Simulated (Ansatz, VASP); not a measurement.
**One calculation of GaSb, two programs**

```
CELL_PARAMETERS angstrom
0.00000 3.06670 3.06670
3.06670 0.00000 3.06670
3.06670 3.06670 0.00000
ATOMIC_POSITIONS crystal
Ga 0.00000 0.00000 0.00000
Sb 0.25000 0.25000 0.25000
```

Alike in both runs: functional r2SCAN; k mesh 14 × 14 × 14; occupations gaussian, width 0.02 eV; no spin polarisation.

Ansatz relaxed the structure, and its values are those at the end. VASP's run is a single point on that final structure, the one shown.

|  | VASP | Ansatz |
| --- | --- | --- |
| version | VASP 6.6.1 | Ansatz 0.2.0 |
| potentials or method | VASP PAW PBE potentials, release 64 (Ga_d, Sb), cutoff 520 eV | scalar-relativistic, plane waves, PAW |
| valence electrons in the cell | 18 | 28 |

Ansatz gave:

```
gap on the k mesh at the Fermi level (eV) : 0.41
least direct gap on the mesh (eV)         : 0.41
pressure (GPa)                            : 0.0
```

**Question.** Estimate VASP's values.

**Answer.** gap on the k mesh at the Fermi level (eV): 0.39; least direct gap on the mesh (eV): 0.39; pressure (GPa): 0.1.

VASP's potentials were made for PBE, not for r2SCAN. VASP's potentials hold 18 valence electrons a cell and Ansatz's 28, so a difference there can come from the potentials and not from the codes.

Neither program's run includes spin-orbit coupling.
